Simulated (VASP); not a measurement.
Input of a VASP 6.6.1 run:

File INCAR:

```
SYSTEM = HPt6
PREC     = Accurate       ! precision mode
ENCUT    = 520            ! plane-wave cutoff, eV
EDIFF    = 1E-6           ! SCF threshold, eV
ISMEAR   = 0              ! smearing method
SIGMA    = 0.1            ! smearing width, eV
LREAL    = .False.        ! projectors in reciprocal space
LASPH    = .True.         ! aspherical terms in the spheres
NELM     = 100            ! most SCF steps
ALGO     = Normal         ! electronic algorithm
ISIF     = 2              ! what is computed and relaxed
LWAVE    = .False.        ! write WAVECAR
LCHARG   = .False.        ! write CHGCAR
LDIPOL   = .True.       
IDIPOL   = 3            
DIPOL    = 0.5 0.5 0.307
GGA      = PE             ! functional
NBANDS   = 74             ! bands
```

KPOINTS

```
regular mesh
0
Gamma
  5 5 1
  0 0 0
```

The input POSCAR:

```
HPt6
1.0
    5.6143281343      0.0000000000      0.0000000000
    0.0000000000      5.6143281343      0.0000000000
    0.0000000000      0.0000000000     21.8513792319
Pt H
12 2
Direct
    0.2500000000      0.2500000000      0.1830548066
    0.2500000000      0.7500000000      0.1830548066
    0.7500000000      0.2500000000      0.1830548066
    0.7500000000      0.7500000000      0.1830548066
    0.0000000000      0.0000000000      0.2712126041
    0.0000000000      0.5000000000      0.2712126041
    0.5000000000      0.0000000000      0.2712126041
    0.5000000000      0.5000000000      0.2712126041
    0.2500000000      0.2500000000      0.3593081768
    0.2500000000      0.7500000000      0.3593081768
    0.7500000000      0.2500000000      0.3593081768
    0.7500000000      0.7500000000      0.3593081768
   -0.0578876033      0.0000000000      0.5240575028
    0.0578876033      0.0000000000      0.5240575028
```

Potentials or basis: VASP PAW PBE potentials, release 64 (Pt, H).

Command:

```sh
$ cat potpaw_PBE.64/Pt/POTCAR potpaw_PBE.64/H/POTCAR > POTCAR
$ mpirun -np 1 vasp_std > vasp.out
```

Question: Predict the largest force.

Answer: 4.889 eV/Å.

Question: Predict the band gap on the k mesh.

Answer: Zero (bands 61 and 62 overlap by 0.16 eV).

Forces on the atoms (eV/Å):
```
Pt  -0.001  0.000  0.010
Pt  -0.001  0.000  0.010
Pt   0.001  0.000  0.010
Pt   0.001  0.000  0.010
Pt   0.000  0.000 -0.010
Pt   0.000  0.000 -0.007
Pt   0.000  0.000 -0.008
Pt   0.000  0.000 -0.014
Pt   0.001  0.000 -0.003
Pt   0.001  0.000 -0.003
Pt  -0.001  0.000 -0.003
Pt  -0.001  0.000 -0.003
H   -4.889  0.000  0.005
H    4.889  0.000  0.005
```

Caveat: spin-orbit coupling is left out, which moves the levels of the heavy elements.
